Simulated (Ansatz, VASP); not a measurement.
**One calculation of TiTe2, two programs**

```
Ti Te
1.0
     3.66905    0.00000    0.00000
    -1.83452    3.17749    0.00000
     0.00000    0.00000    6.33256
Ti Te
1 2
Direct
  0.00000 0.00000 0.00000
  0.66667 0.33333 0.26918
  0.33333 0.66667 0.73082
```

Alike in both runs: functional LDA; k mesh 10 × 10 × 5; occupations fermi-dirac, width 0.1 eV; no spin polarisation.

Ansatz relaxed the structure, and its values are those at the end. VASP's run is a single point on that final structure, the one shown.

|  | VASP | Ansatz |
| --- | --- | --- |
| version | VASP 6.6.1 | Ansatz 0.2.0 |
| potentials or method | VASP PAW LDA potentials, release 64 (Ti_sv, Te), cutoff 520 eV | PAW plane waves |
| valence electrons in the cell | 24 | 44 |

```tsv
	VASP	Ansatz	Ansatz less VASP
gap on the k mesh at the Fermi level (eV)	none	none	-
pressure (GPa)	0.0	0.0	-0.04
rms of the force components (eV/Å)	0.017	0.000	-0.0161
```

Ansatz warns that its potentials were made for another functional, while VASP's fit it. LDA's correlation is that of Perdew and Zunger in VASP and of Perdew and Wang (1992) in Ansatz. A gap of «none» marks a metal or a gap that the smearing closes. VASP's potentials hold 24 valence electrons a cell and Ansatz's 44, so a difference there can come from the potentials and not from the codes.

Neither program's run includes spin-orbit coupling.
